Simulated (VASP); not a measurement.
# LaBeO3 (Pm-3m) in VASP: a series of runs

LaBeO3 is run at these levels: LDA; tasks: single point.

All numbers are computed with VASP 6.6.1; they aren't measurements. Logs are shortened: lines on timing, memory, paths and dates and some standing lists are left out, and cuts for length are marked.

## 1. The cell of the first run

It takes space group Pm-3m (No. 221, cubic). Conventional cell: a = 3.708 Å, b = 3.708 Å, c = 3.708 Å, α = 90.00°, β = 90.00°, γ = 90.00°. La (site symmetry m-3m) has 12 O at 2.62 Å and 8 Be at 3.21 Å within 3.5 Å. Within 2.5 Å of Be (site symmetry m-3m) lie 6 O at 1.85 Å. Within 2.5 Å of O (site symmetry 4/mmm) lie 2 Be at 1.85 Å.

## 2. Single point, LDA

INCAR

```
PREC = Accurate
ENCUT = 520
EDIFF = 1E-7
ISMEAR = 0
SIGMA = 0.25
LREAL = False
LASPH = True
NELM = 80
ALGO = Normal
ISIF = 2
LWAVE = False
LCHARG = False
GGA = CA
NBANDS = 24
```

KPOINTS

```
regular mesh
0
Gamma
  6 6 6
```

POSCAR

```
LaBeO3
1.0
    3.7075970000      0.0000000000      0.0000000000
    0.0000000000      3.7075970000      0.0000000000
    0.0000000000      0.0000000000      3.7075970000
La Be O
1 1 3
Direct
    0.0000000000      0.0000000000      0.0000000000
    0.5000000000      0.5000000000      0.5000000000
    0.5000000000      0.5000000000      0.0000000000
    0.5000000000      0.0000000000      0.5000000000
    0.0000000000      0.5000000000      0.5000000000
```

Potentials or basis: VASP PAW LDA potentials, release 64 (La, Be, O).

Launch:

```
$ cat potpaw_LDA.64/La/POTCAR potpaw_LDA.64/Be/POTCAR potpaw_LDA.64/O/POTCAR > POTCAR
$ mpirun -np 1 vasp_std > vasp.out
```

OUTCAR:

```text
PREC = Accurate
   ENCUT = 520
   EDIFF = 1E-7
   ISMEAR = 0
   LREAL = False
   LASPH = True
   NELM = 80
   ISIF = 2
   GGA = CA

 ion  position               nearest neighbor table
   1  0.000  0.000  0.000-   3 2.62   4 2.62   5 2.62   4 2.62   5 2.62   3 2.62   5 2.62   5 2.62
                             3 2.62   4 2.62   4 2.62   3 2.62
   2  0.500  0.500  0.500-   3 1.85   4 1.85   5 1.85   3 1.85   4 1.85   5 1.85
   3  0.500  0.500  0.000-   2 1.85   2 1.85   1 2.62   1 2.62   1 2.62   1 2.62
   4  0.500  0.000  0.500-   2 1.85   2 1.85   1 2.62   1 2.62   1 2.62   1 2.62
   5  0.000  0.500  0.500-   2 1.85   2 1.85   1 2.62   1 2.62   1 2.62   1 2.62

  LATTYP: Found a simple cubic cell.
 ALAT       =     3.7075970000

  Lattice vectors:

 A1 = (   3.7075970000,   0.0000000000,   0.0000000000)
 A2 = (   0.0000000000,   3.7075970000,   0.0000000000)
 A3 = (   0.0000000000,   0.0000000000,   3.7075970000)

Analysis of symmetry for initial positions (statically):
=====================================================================
 Subroutine PRICEL returns:
 Original cell was already a primitive cell.

 Routine SETGRP: Setting up the symmetry group for a
 simple cubic supercell.

 Subroutine GETGRP returns: Found 48 space group operations
 (whereof 48 operations were pure point group operations)
 out of a pool of 48 trial point group operations.

The static configuration has the point symmetry O_h .

Analysis of symmetry for dynamics (positions and initial velocities):
=====================================================================
 Subroutine PRICEL returns:
 Original cell was already a primitive cell.

 Routine SETGRP: Setting up the symmetry group for a
 simple cubic supercell.

 Subroutine GETGRP returns: Found 48 space group operations
 (whereof 48 operations were pure point group operations)
 out of a pool of 48 trial point group operations.

The dynamic configuration has the point symmetry O_h .

 Subroutine INISYM returns: Found 48 space group operations
 (whereof 48 operations are pure point group operations),
 and found     1 'primitive' translations

----------------------------------------------------------------------------------------

                                     Primitive cell

  volume of cell :      50.9656

  direct lattice vectors                    reciprocal lattice vectors
     3.707597000  0.000000000  0.000000000     0.269716477  0.000000000  0.000000000
     0.000000000  3.707597000  0.000000000     0.000000000  0.269716477  0.000000000
     0.000000000  0.000000000  3.707597000     0.000000000  0.000000000  0.269716477

  length of vectors
     3.707597000  3.707597000  3.707597000     0.269716477  0.269716477  0.269716477

  position of ions in fractional coordinates (direct lattice)
     0.000000000  0.000000000  0.000000000
     0.500000000  0.500000000  0.500000000
     0.500000000  0.500000000  0.000000000
     0.500000000  0.000000000  0.500000000
     0.000000000  0.500000000  0.500000000

  ion indices of the primitive-cell ions
   primitive index   ion index
                 1           1
                 2           2
                 3           3
                 4           4
                 5           5

----------------------------------------------------------------------------------------

 KPOINTS: regular mesh

Automatic generation of k-mesh.
 Grid dimensions read from file:
 generate k-points for:    6    6    6

 Generating k-lattice:

  Cartesian coordinates                     Fractional coordinates (reciprocal lattice)
     0.044952746  0.000000000  0.000000000     0.166666667  0.000000000  0.000000000
     0.000000000  0.044952746  0.000000000     0.000000000  0.166666667  0.000000000
     0.000000000  0.000000000  0.044952746     0.000000000  0.000000000  0.166666667

  Length of vectors
     0.044952746  0.044952746  0.044952746

  Shift w.r.t. Gamma in fractional coordinates (k-lattice)
     0.000000000  0.000000000  0.000000000

 Subroutine IBZKPT returns following result:
 ===========================================

 Found     20 irreducible k-points:

 Following reciprocal coordinates:
            Coordinates               Weight
  0.000000  0.000000  0.000000      1.000000
  0.166667  0.000000  0.000000      6.000000
  0.333333  0.000000  0.000000      6.000000
  0.500000  0.000000  0.000000      3.000000
  0.166667  0.166667  0.000000     12.000000
  0.333333  0.166667  0.000000     24.000000
[... 12 lines left out ...]
  0.500000  0.500000  0.333333      6.000000
  0.500000  0.500000  0.500000      1.000000
   k-points           NKPTS =     20   k-points in BZ     NKDIM =     20   number of bands    NBANDS=     24
   number of dos      NEDOS =    301   number of ions     NIONS =      5
   total plane-waves  NPLWV =  21952
   dimension x,y,z NGX =    28 NGY =   28 NGZ =   28
   dimension x,y,z NGXF=    56 NGYF=   56 NGZF=   56
   ions per type =               1   1   3
   NGX,Y,Z   is equivalent  to a cutoff of  12.55, 12.55, 12.55 a.u.
   NGXF,Y,Z  is equivalent  to a cutoff of  25.11, 25.11, 25.11 a.u.
 SYSTEM =  unknown system
   PREC   = accura    normal or accurate (medium, high low for compatibility)
   ISTART =      0    job   : 0-new  1-cont  2-samecut
   ICHARG =      2    charge: 1-file 2-atom 10-const
   ISPIN  =      1    spin polarized calculation?
   LNONCOLLINEAR =      F non collinear calculations
   LSORBIT =      F    spin-orbit coupling
   LASPH  =      T    aspherical Exc in radial PAW
   ENCUT  =  520.0 eV  38.22 Ry    6.18 a.u.   6.89  6.89  6.89*2*pi/ulx,y,z
   NELM   =     80;   NELMIN=  2; NELMDL= -5     # of ELM steps
   EDIFF  = 0.1E-06   stopping-criterion for ELM
   LREAL  =      F    real-space projection
   EDIFFG = 0.1E-05   stopping-criterion for IOM
   NSW    =      0    number of steps for IOM
   IBRION =     -1    ionic relax: 0-MD 1-quasi-New 2-CG
   NFREE  =      0    steps in history (QN), initial steepest desc. (CG)
   ISIF   =      2    stress and relaxation
   ISYM   =      2    0-nonsym 1-usesym 2-fastsym
   POTIM  = 0.5000    time-step for ionic-motion
   TEBEG  =    0.0;   TEEND  =   0.0 temperature during run
   PSTRESS=    0.0 pullay stress
   NELECT =      31.0000    total number of electrons
   NUPDOWN=      -1.0000    fix difference up-down
   EMIN   =  10.00;   EMAX   =-10.00  energy-range for DOS
   EFERMI =   0.00;   METHOD = LEGACY
   ISMEAR =     0;   SIGMA  =   0.25  broadening in eV -4-tet -1-fermi 0-gaus
   EFERMI_NEDOS =   21; number of points for ismear=-14 and -15
   IALGO  =     38    algorithm
   IMIX   =      4    mixing-type and parameters
     AMIX     =   0.40;   BMIX     =  1.00
     AMIX_MAG =   1.60;   BMIX_MAG =  1.00
  volume/ion in A,a.u.               =      10.19        68.79
  Fermi-wavevector in a.u.,A,eV,Ry     =   1.387084  2.621209 26.177650  1.924003
  Thomas-Fermi vector in A             =   2.511339
   LORBIT       =      0    0 simple, 1 ext, 2 COOP (PROOUT), +10 PAW based schemes
   GGA     = CA    functional components
   LHFCALC =     F    Hartree Fock is set to
   AEXX    =    0.0000 exact exchange contribution
   IVDW    =     0    specifies the selected vdW correction
   LEPSILON=     F    determine dielectric tensor
   LRPA    =     F    only Hartree local field effects (RPA)
 non-spin polarized calculation
 Gauss-broadening in eV      SIGMA  =   0.25
  energy-cutoff  :      520.00
  volume of cell :       50.97
 maximum number of plane-waves:      1406
 NGX is ok and might be reduce to    28
   NGX = 13   NGY = 13   NGZ = 13

 number of electron      30.9999982 magnetization

 Free energy of the ion-electron system (eV)
  ---------------------------------------------------
  ext. energy  EPLUGINS =         0.00000000
  ---------------------------------------------------
  free energy    TOTEN  =       -40.17977152 eV

  energy without entropy =      -40.04672753  energy(sigma->0) =      -40.11324953

 E-fermi :   6.7002     XC(G=0): -12.1477

 val. band max:        6.6580108047   @ k =   0.3333   0.1667   0.0000
 cond. band min:       6.7418758577   @ k =   0.1667   0.0000   0.0000
 fundamental gap:      0.0838650530
 Fermi energy:         6.7001671796

 k-point     1 :       0.0000    0.0000    0.0000
  band No.  band energies     occupation
      1     -23.1208      2.00000
      2     -10.7845      2.00000
      3      -8.6611      2.00000
      4      -8.6611      2.00000
      5      -6.7202      2.00000
      6      -6.7202      2.00000
[... 16 lines left out ...]
     23      12.2367      0.00000
     24      12.2367      0.00000

 k-point     2 :       0.1667    0.0000    0.0000
  band No.  band energies     occupation
      1     -23.0889      2.00000
      2     -10.9229      2.00000
      3      -9.0587      2.00000
      4      -8.6394      2.00000
      5      -6.6620      2.00000
      6      -6.6620      2.00000
[... 16 lines left out ...]
     23      12.1363      0.00000
     24      12.1544      0.00000

 k-point     3 :       0.3333    0.0000    0.0000
  band No.  band energies     occupation
      1     -23.0237      2.00000
      2     -11.2673      2.00000
      3      -9.4436      2.00000
      4      -8.5950      2.00000
      5      -6.5405      2.00000
      6      -6.5405      2.00000
[... 16 lines left out ...]
     23      12.0892      0.00000
     24      12.9676      0.00000
[... 406 lines left out ...]
 k-point    19 :       0.5000    0.5000    0.3333
  band No.  band energies     occupation
      1     -22.8115      2.00000
      2      -9.9038      2.00000
      3      -9.9038      2.00000
      4      -9.6407      2.00000
      5      -7.2148      2.00000
      6      -7.0505      2.00000
[... 16 lines left out ...]
     23      12.0478      0.00000
     24      13.5317      0.00000

 k-point    20 :       0.5000    0.5000    0.5000
  band No.  band energies     occupation
      1     -22.7883      2.00000
      2      -9.6273      2.00000
      3      -9.6273      2.00000
      4      -9.6273      2.00000
      5      -7.4799      2.00000
      6      -7.4799      2.00000
[... 16 lines left out ...]
     23      12.1547      0.00000
     24      13.1211      0.00000

------------------------ aborting loop because EDIFF is reached ----------------------------------------

  FORCE on cell =-STRESS in cart. coord.  units (eV):
  Direction    XX          YY          ZZ          XY          YZ          ZX
  --------------------------------------------------------------------------------------
  -------------------------------------------------------------------------------------
  Total       -3.8268648     -3.8268648     -3.8268648      0.0000000      0.0000000     -0.0000000
  in kB     -120.3029119   -120.3029119   -120.3029119      0.0000000      0.0000000     -0.0000000
  external PRESSURE =    -120.3029119 kB  Pullay stress =       0.0000000 kB

 VOLUME and BASIS-vectors are now :
 -----------------------------------------------------------------------------
  energy-cutoff  :      520.00
  volume of cell :       50.97
      direct lattice vectors                 reciprocal lattice vectors
     3.707597000  0.000000000  0.000000000     0.269716477  0.000000000  0.000000000
     0.000000000  3.707597000  0.000000000     0.000000000  0.269716477  0.000000000
     0.000000000  0.000000000  3.707597000     0.000000000  0.000000000  0.269716477

 POSITION                                       TOTAL-FORCE (eV/Angst)
 -----------------------------------------------------------------------------------
      0.00000      0.00000      0.00000         0.000000      0.000000      0.000000
      1.85380      1.85380      1.85380         0.000000      0.000000      0.000000
      1.85380      1.85380      0.00000         0.000000      0.000000      0.000000
      1.85380      0.00000      1.85380         0.000000      0.000000      0.000000
      0.00000      1.85380      1.85380         0.000000      0.000000      0.000000
 -----------------------------------------------------------------------------------
    total drift:                                0.000000      0.000000      0.000000

  FREE ENERGIE OF THE ION-ELECTRON SYSTEM (eV)
  ---------------------------------------------------
  free  energy   TOTEN  =       -40.1797715205 eV

  energy  without entropy=      -40.0467275348  energy(sigma->0) =      -40.11324953
```

Wall time 18 s (1 thread of AMD EPYC 7R13 (Zen 3), shared host); peak memory 0.13 GiB.

Results:

```
Free energy : -40.1798 eV
Pressure    : -12.0 GPa
```

Levels at points of the mesh, in eV from the Fermi level:
| k point | band 13 | band 14 | band 15 | band 16 | band 17 | band 18 |
| --- | --- | --- | --- | --- | --- | --- |
| (0.00, 0.00, 0.00) | -1.38 | 0.24 | 0.24 | 0.24 | 3.83 | 3.83 |
| (0.50, 0.00, 0.00) | -1.39 | -1.39 | -0.83 | -0.83 | 4.68 | 4.89 |
| (0.50, 0.50, 0.00) | -1.06 | -1.06 | -0.22 | 0.09 | 4.69 | 4.69 |
| (0.50, 0.50, 0.50) | -0.19 | 0.10 | 0.10 | 0.10 | 4.86 | 4.86 |

Caveat: spin-orbit coupling is left out, which moves the levels of the heavy elements; an odd number of electrons without spin polarisation forces a metal; a magnetic or distorted state may lie lower.

## 3. Single point, LDA

INCAR

```
SYSTEM = LaBeO3
PREC = Accurate ; ENCUT = 520
EDIFF = 1E-6 ; ISMEAR = 0
SIGMA = 0.15 ; LREAL = .False.
LASPH = .True. ; NELM = 80
ALGO = Normal ; ISIF = 2
LWAVE = .False. ; LCHARG = .False.
GGA = CA ; NBANDS = 24
```

KPOINTS

```
regular mesh
0
Gamma
  6 6 6
  0 0 0
```

POSCAR is that of step 2.

Potentials or basis: VASP PAW LDA potentials, release 64 (La, Be, O).

Launch:

```
$ cat potpaw_LDA.64/La/POTCAR potpaw_LDA.64/Be/POTCAR potpaw_LDA.64/O/POTCAR > POTCAR
$ mpirun -np 1 vasp_std > vasp.out
```

It took 18 s on 1 thread of AMD EPYC 7R13 (Zen 3), shared host; peak memory 0.14 GiB.

Results (log left out):

```
Free energy : -40.1356 eV
Pressure    : -12.3 GPa
```

Levels at points of the mesh, in eV from the Fermi level:
| k point | band 12 | band 13 | band 14 | band 15 | band 16 | band 17 | band 18 | band 19 |
| --- | --- | --- | --- | --- | --- | --- | --- | --- |
| (0.00, 0.00, 0.00) | -1.35 | -1.35 | 0.26 | 0.26 | 0.26 | 3.85 | 3.85 | 5.06 |
| (0.50, 0.00, 0.00) | -2.24 | -1.37 | -1.37 | -0.81 | -0.81 | 4.70 | 4.91 | 5.07 |
| (0.50, 0.50, 0.00) | -2.56 | -1.04 | -1.04 | -0.20 | 0.11 | 4.71 | 4.71 | 5.08 |
| (0.50, 0.50, 0.50) | -0.17 | -0.17 | 0.12 | 0.12 | 0.12 | 4.88 | 4.88 | 4.88 |

Caveat: spin-orbit coupling is left out, which moves the levels of the heavy elements; an odd number of electrons without spin polarisation forces a metal; a magnetic or distorted state may lie lower.

## 4. Single point, LDA

INCAR

```
PREC     = Accurate       # precision mode
ENCUT    = 520            # plane-wave cutoff, eV
EDIFF    = 1E-6           # SCF threshold, eV
ISMEAR   = 0              # smearing method
SIGMA    = 0.1            # smearing width, eV
LREAL    = F              # projectors in reciprocal space
LASPH    = T              # aspherical terms in the spheres
NELM     = 60             # most SCF steps
ALGO     = Normal         # electronic algorithm
ISIF     = 2              # what is computed and relaxed
LWAVE    = F              # write WAVECAR
LCHARG   = F              # write CHGCAR
NBANDS   = 24             # bands
```

KPOINTS

```
regular mesh
0
Gamma
  6 6 6
```

POSCAR is that of step 3.

Launch:

```
$ cat potpaw_LDA.64/La/POTCAR potpaw_LDA.64/Be/POTCAR potpaw_LDA.64/O/POTCAR > POTCAR
$ mpirun -np 1 vasp_std > vasp.out
```

It took 18 s on 1 thread of AMD EPYC 7R13 (Zen 3), shared host; peak memory 0.13 GiB.

The run converged. Its results:

```yaml
Free_energy: -40.1223 eV
Pressure: -12.4 GPa
```

Levels at points of the mesh, in eV from the Fermi level:
| k point | band 12 | band 13 | band 14 | band 15 | band 16 | band 17 | band 18 | band 19 |
| --- | --- | --- | --- | --- | --- | --- | --- | --- |
| (0.00, 0.00, 0.00) | -1.35 | -1.35 | 0.27 | 0.27 | 0.27 | 3.86 | 3.86 | 5.06 |
| (0.50, 0.00, 0.00) | -2.24 | -1.36 | -1.36 | -0.80 | -0.80 | 4.70 | 4.92 | 5.07 |
| (0.50, 0.50, 0.00) | -2.55 | -1.03 | -1.03 | -0.19 | 0.12 | 4.72 | 4.72 | 5.09 |
| (0.50, 0.50, 0.50) | -0.16 | -0.16 | 0.13 | 0.13 | 0.13 | 4.89 | 4.89 | 4.89 |

Caveat: spin-orbit coupling is left out, which moves the levels of the heavy elements; an odd number of electrons without spin polarisation forces a metal; a magnetic or distorted state may lie lower.

## 5. Single point, LDA

INCAR

```
ALGO = Normal
EDIFF = 1E-6
ENCUT = 520
GGA = CA
ISIF = 2
ISMEAR = 0
LASPH = T
LCHARG = T
LELF = T
LREAL = F
LVHAR = T
LWAVE = F
NBANDS = 24
NELM = 60
PREC = Accurate
SIGMA = 0.05
```

KPOINTS

```
k-points
0
Gamma
  6 6 6
```

POSCAR is that of step 4.

Launch:

```
$ cat potpaw_LDA.64/La/POTCAR potpaw_LDA.64/Be/POTCAR potpaw_LDA.64/O/POTCAR > POTCAR
$ mpirun -np 1 vasp_std > vasp.out
```

Wall time 18 s (1 thread of AMD EPYC 7R13 (Zen 3), shared host); peak memory 0.14 GiB.

It converged, with:

| Property | Result |
| --- | --- |
| Free energy | -40.1160 eV |
| Pressure | -12.5 GPa |

Levels at points of the mesh, in eV from the Fermi level:
| k point | band 13 | band 14 | band 15 | band 16 | band 17 | band 18 |
| --- | --- | --- | --- | --- | --- | --- |
| (0.00, 0.00, 0.00) | -1.34 | 0.28 | 0.28 | 0.28 | 3.87 | 3.87 |
| (0.50, 0.00, 0.00) | -1.35 | -1.35 | -0.79 | -0.79 | 4.71 | 4.93 |
| (0.50, 0.50, 0.00) | -1.02 | -1.02 | -0.19 | 0.13 | 4.73 | 4.73 |
| (0.50, 0.50, 0.50) | -0.15 | 0.14 | 0.14 | 0.14 | 4.90 | 4.90 |

Caveat: spin-orbit coupling is left out, which moves the levels of the heavy elements; an odd number of electrons without spin polarisation forces a metal; a magnetic or distorted state may lie lower.

## 6. Single point, LDA

INCAR

```
  ALGO = Normal
  EDIFF = 1E-6
  ENCUT = 520
  ISIF = 2
  ISMEAR = 0
  LASPH = T
  LCHARG = T
  LELF = T
  LREAL = F
  LVHAR = T
  LWAVE = F
  NBANDS = 24
  NELM = 60
  PREC = Accurate
  SIGMA = 0.025
```

KPOINTS is that of step 5.

POSCAR is that of step 5.

Potentials or basis: VASP PAW LDA potentials, release 64 (La, Be, O).

Launch:

```
$ cat potpaw_LDA.64/La/POTCAR potpaw_LDA.64/Be/POTCAR potpaw_LDA.64/O/POTCAR > POTCAR
$ mpirun -np 1 vasp_std > vasp.out
```

Wall time 18 s (1 thread of AMD EPYC 7R13 (Zen 3), shared host); peak memory 0.13 GiB.

The run converged. Its results:

* Free energy: -40.1142 eV
* Pressure: -12.5 GPa

Levels at points of the mesh, in eV from the Fermi level:
```tsv
k point	band 11	band 12	band 13	band 14	band 15	band 16	band 17	band 18	band 19	band 20
(0.00, 0.00, 0.00)	-1.34	-1.34	-1.34	0.28	0.28	0.28	3.87	3.87	5.08	5.32
(0.50, 0.00, 0.00)	-2.57	-2.22	-1.35	-1.35	-0.79	-0.79	4.72	4.93	5.09	5.17
(0.50, 0.50, 0.00)	-2.54	-2.54	-1.02	-1.02	-0.18	0.13	4.73	4.73	5.10	5.12
(0.50, 0.50, 0.50)	-1.84	-0.15	-0.15	0.14	0.14	0.14	4.90	4.90	4.90	5.21
```

Caveat: spin-orbit coupling is left out, which moves the levels of the heavy elements; an odd number of electrons without spin polarisation forces a metal; a magnetic or distorted state may lie lower.

## 7. Overview

```csv
smearing,gap on the mesh (eV),pressure (GPa)
gaussian 0.25 eV,none,-12.0
gaussian 0.15 eV,none,-12.3
gaussian 0.1 eV,none,-12.4
gaussian 0.05 eV,none,-12.5
gaussian 0.025 eV,none,-12.5
```

Alike in all rows: task single point; level LDA; potentials or basis VASP PAW LDA potentials, release 64 (La, Be, O); no spin polarisation; cell as given; k mesh 6 × 6 × 6; cutoff (eV) 520.

Every run on the cell as given and a fine mesh finds a metal.

Caveats: spin-orbit coupling is left out, which moves the levels of the heavy elements; an odd number of electrons without spin polarisation forces a metal; a magnetic or distorted state may lie lower.

Total energies depend on the potentials used, so only differences within one code and one set of settings carry meaning.
